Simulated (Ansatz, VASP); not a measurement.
## TiPd3 in VASP and in Ansatz

INCAR

```
SYSTEM = TiPd3
PREC = Accurate
ENCUT = 520
EDIFF = 1E-7
ISMEAR = -1
SIGMA = 0.05
LREAL = .False.
LASPH = .True.
NELM = 80
ALGO = Normal
ISIF = 2
LWAVE = .False.
LCHARG = .False.
NBANDS = 29
```

File KPOINTS:

```
regular mesh
0
Gamma
  11 11 11
  0 0 0
```

File POSCAR:

```
TiPd3
1.0
    3.8200000000      0.0000000000      0.0000000000
    0.0000000000      3.8200000000      0.0000000000
    0.0000000000      0.0000000000      3.7818000000
Ti Pd
1 3
Direct
    0.0000000000      0.0000000000      0.0000000000
    0.0000000000      0.5000000000      0.5000000000
    0.5000000000      0.0000000000      0.5000000000
    0.5000000000      0.5000000000      0.0000000000
```

Input for Ansatz:

```yaml
crystal:
  lattice:
    - [3.82, 0.0, 0.0]
    - [0.0, 3.82, 0.0]
    - [0.0, 0.0, 3.7818]
  atoms:
    - { symbol: Ti, position: [0.0, 0.0, 0.0] }
    - { symbol: Pd, position: [0.0, 0.5, 0.5] }
    - { symbol: Pd, position: [0.5, 0.0, 0.5] }
    - { symbol: Pd, position: [0.5, 0.5, 0.0] }
kpoints:
  mp_grid: { grid: [11, 11, 11] }
  band_path:
    path:
      - [0.0, 0.0, 0.0]
      - [0.0, 0.5, 0.0]
      - [0.5, 0.5, 0.0]
      - [0.0, 0.0, 0.0]
      - [0.0, 0.0, 0.5]
      - [0.0, 0.5, 0.5]
      - [0.5, 0.5, 0.5]
      - [0.0, 0.0, 0.5]
      - [0.0, 0.5, 0.0]
    npoints: 5
scf:
  occupations: { method: fermi_dirac, width: 0.05 }
hamiltonian:
  xc: lda
  pseudopotentials: { kind: all_electron, lapw: { basis_error: 0.001 } }
output:
  forces: true
  stress: true
  eigenvalues: true
```

Change from the starting cell: zz strain of -1 %.

Alike in both runs: task single point; functional LDA; k mesh 11 × 11 × 11; occupations fermi-dirac, width 0.05 eV; no spin polarisation.

```csv
,VASP,Ansatz
version,VASP 6.6.1,Ansatz 0.2.0
potentials or method,"VASP PAW LDA potentials, release 64 (Ti_sv, Pd), cutoff 520 eV","all-electron LAPW, scalar-relativistic"
```

```tsv
	VASP	Ansatz	Ansatz less VASP
pressure (GPa)	5.2	4.8	-0.40
traceless stress, the component that is largest in VASP (GPa)	1.09	1.09	+0.004
```

LDA's correlation is that of Perdew and Zunger in VASP and of Perdew and Wang (1992) in Ansatz. Ansatz ran all-electron here, and VASP with PAW potentials.
